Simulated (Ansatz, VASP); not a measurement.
## Two plane-wave programs on K2S

```xyz
3
Lattice="0.0000 3.6271 3.6271 3.6271 0.0000 3.6271 3.6271 3.6271 0.0000" Properties=species:S:1:pos:R:3 pbc="T T T"
K     1.8136    1.8136    1.8136
K     5.4407    5.4407    5.4407
S     0.0000    0.0000    0.0000
```

Alike in both runs: task single point; functional r2SCAN; k mesh 6 × 6 × 6; no spin polarisation.

|  | VASP | Ansatz |
| --- | --- | --- |
| version | VASP 6.6.1 | Ansatz 0.2.0 |
| potentials or method | VASP PAW PBE potentials, release 64 (K_sv, S) | plane waves, PAW |
| plane-wave cutoff (eV) | 550 | 500 |
| occupations | gaussian, width 0.01 eV | fixed |
| valence electrons in the cell | 24 | 24 |

```tsv
	VASP	Ansatz	Ansatz less VASP
gap on the k mesh at the Fermi level (eV)	2.91	2.91	-0.005
pressure (GPa)	1.5	1.4	-0.04
```

VASP's potentials were made for PBE, not for r2SCAN.
